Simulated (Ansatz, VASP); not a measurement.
**One calculation of Re, two programs**

File INCAR:

```
  PREC = Accurate
  ENCUT = 520
  EDIFF = 1E-6
  ISMEAR = -1
  SIGMA = 0.05
  LREAL = False
  LASPH = True
  NELM = 100
  ALGO = Normal
  ISIF = 2
  LWAVE = False
  LCHARG = False
  GGA = PE
  NBANDS = 22
```

The input KPOINTS:

```
regular mesh
0
Gamma
  9 9 3
```

POSCAR

```
Re
1.0
    2.7663873939      0.0000000000      0.0000000000
   -1.3831936969      2.3957617598      0.0000000000
    0.0000000000      0.0000000000      9.0282336116
Re
4
Direct
    0.6666666667      0.3333333333      0.7500000000
    0.0000000000      0.0000000000      0.5000000000
    0.3333333333      0.6666666667      0.2500000000
    0.0000000000      0.0000000000      0.0000000000
```

The input input.yaml:

```yaml
crystal:
  lattice:
    - [2.7663873939, 0.0, 0.0]
    - [-1.3831936969, 2.3957617598, 0.0]
    - [0.0, 0.0, 9.0282336116]
  atoms:
    - { symbol: Re, position: [0.6666666667, 0.3333333333, 0.75] }
    - { symbol: Re, position: [0.0, 0.0, 0.5] }
    - { symbol: Re, position: [0.3333333333, 0.6666666667, 0.25] }
    - { symbol: Re, position: [0.0, 0.0, 0.0] }
hamiltonian:
  xc: pbe
  pseudopotentials: { kind: paw }
kpoints:
  mp_grid: { grid: [9, 9, 3] }
  band_path:
    path:
      - [[0.0, 0.0, 0.0], [0.5, 0.0, 0.0], [0.3333333333, 0.3333333333, 0.0], [0.0, 0.0, 0.0], [0.0, 0.0, 0.5], [0.5, 0.0, 0.5], [0.3333333333, 0.3333333333, 0.5], [0.0, 0.0, 0.5]]
      - [[0.5, 0.0, 0.5], [0.5, 0.0, 0.0]]
      - [[0.3333333333, 0.3333333333, 0.0], [0.3333333333, 0.3333333333, 0.5]]
    npoints: 14
scf:
  occupations: { method: fermi_dirac, width: 0.05 }
  n_extra_bands: 10
output:
  forces: true
  stress: true
  eigenvalues: true
  fatbands: true
```

Alike in both runs: functional PBE; k mesh 9 × 9 × 3; occupations fermi-dirac, width 0.05 eV; no spin polarisation.

|  | VASP | Ansatz |
| --- | --- | --- |
| version | VASP 6.6.1 | Ansatz 0.2.0 |
| potentials or method | VASP PAW PBE potentials, release 64 (Re) | Ansatz PAW |
| plane-wave cutoff (eV) | 520 | 420 |
| valence electrons in the cell | 28 | 60 |
| task | single point | band structure |

VASP gave:

```
gap on the k mesh at the Fermi level (eV)                     : none
pressure (GPa)                                                : -0.8
traceless stress, the component that is largest in VASP (GPa) : -4.56
```

Question: What did Ansatz give for the same quantities?

Answer: gap on the k mesh at the Fermi level (eV): none; pressure (GPa): -0.3; traceless stress, the component that is largest in VASP (GPa): -4.55.

A gap of «none» marks a metal or a gap that the smearing closes. With one functional, cell and mesh, what is left measures potentials, basis and numerics. VASP's potentials hold 28 valence electrons a cell and Ansatz's 60, so a difference there can come from the potentials and not from the codes.

Neither program's run includes spin-orbit coupling.
